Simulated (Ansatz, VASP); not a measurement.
## CoO: VASP beside Ansatz

```
CELL_PARAMETERS angstrom
0.00000 2.08346 2.08346
2.08346 0.00000 2.08346
2.08346 2.08346 0.00000
ATOMIC_POSITIONS crystal
Co 0.00000 0.00000 0.00000
O 0.50000 0.50000 0.50000
```

Alike in both runs: task single point; functional PBEsol; k mesh 24 × 24 × 24; occupations gaussian, width 0.15 eV; collinear spin.

```csv
,VASP,Ansatz
version,VASP 6.6.1,Ansatz 0.2.0
potentials or method,"VASP PAW PBE potentials, release 64 (Co, O), cutoff 520 eV","scalar-relativistic, plane waves, PAW"
valence electrons in the cell,15,23
```

Ansatz gave:

- gap on the k mesh at the Fermi level (eV): none
- pressure (GPa): 0.1
- net moment per atom (μB): 1.37
- size of the moment on the site where the two differ most (μB): 2.33

Which values does VASP return?

gap on the k mesh at the Fermi level (eV): none; pressure (GPa): -0.8; net moment per atom (μB): 1.34; size of the moment on the site where the two differ most (μB): 2.38.

VASP's potentials were made for PBE, not for PBEsol. Site moments also hang on the region over which each program counts them. A gap of «none» marks a metal or a gap that the smearing closes. With one functional, cell and mesh, what is left measures potentials, basis and numerics. VASP's potentials hold 15 valence electrons a cell and Ansatz's 23, so a difference there can come from the potentials and not from the codes.
